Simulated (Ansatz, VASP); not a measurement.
## One calculation of CdSe, two programs

```
Cd Se
1.0
     0.00000    3.06696    3.06696
     3.06696    0.00000    3.06696
     3.06696    3.06696    0.00000
Cd Se
1 1
Direct
  0.00000 0.00000 0.00000
  0.75000 0.75000 0.75000
```

Alike in both runs: functional r2SCAN; k mesh 6 × 6 × 6; no spin polarisation.

Ansatz relaxed the structure, and its values are those at the end. VASP's run is a single point on that final structure, the one shown.

|  | VASP | Ansatz |
| --- | --- | --- |
| version | VASP 6.6.1 | Ansatz 0.2.0 |
| potentials or method | VASP PAW PBE potentials, release 64 (Cd, Se), cutoff 520 eV | plane waves, PAW |
| occupations | gaussian, width 0.01 eV | fixed |
| valence electrons in the cell | 18 | 36 |

```csv
,VASP,Ansatz,Ansatz less VASP
pressure (GPa),0.2,0.0,-0.24
```

VASP's potentials were made for PBE, not for r2SCAN. VASP's potentials hold 18 valence electrons a cell and Ansatz's 36, so a difference there can come from the potentials and not from the codes. Ansatz's warnings: stress scf threshold loose.
